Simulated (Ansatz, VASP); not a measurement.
**One calculation of SiGe2, two programs**

```
Si Ge
1.0
     2.80361    0.00000    0.00000
    -1.40181    2.42800    0.00000
     0.00000    0.00000    7.89826
Si Ge
1 2
Direct
  0.00000 0.00000 0.50000
  0.00000 0.00000 0.83333
  0.00000 0.00000 0.16667
```

Alike in both runs: task relaxation of cell and atoms; functional PBE; k mesh 6 × 6 × 2; occupations gaussian, width 0.1 eV; no spin polarisation.

|  | VASP | Ansatz |
| --- | --- | --- |
| version | VASP 6.6.1 | Ansatz 0.2.0 |
| potentials or method | VASP PAW PBE potentials, release 64 (Si, Ge_d), cutoff 600 eV | scalar-relativistic, plane waves, PAW |
| valence electrons in the cell | 32 | 32 |

VASP gave:

* gap on the k mesh at the Fermi level, each at its own relaxed structure (eV): none
* relaxed volume (Å³/atom): 18.09
* relaxed cell length with the largest relative difference (Å): 8.085

Which values does Ansatz return?

gap on the k mesh at the Fermi level, each at its own relaxed structure (eV): none; relaxed volume (Å³/atom): 18.07; relaxed cell length with the largest relative difference (Å): 8.081.

A gap of «none» marks a metal or a gap that the smearing closes.

The k mesh is coarse, so the values compare programs but aren't converged. Noted on VASP's run: too few bands were computed for a metal, which touches its energy and stress.
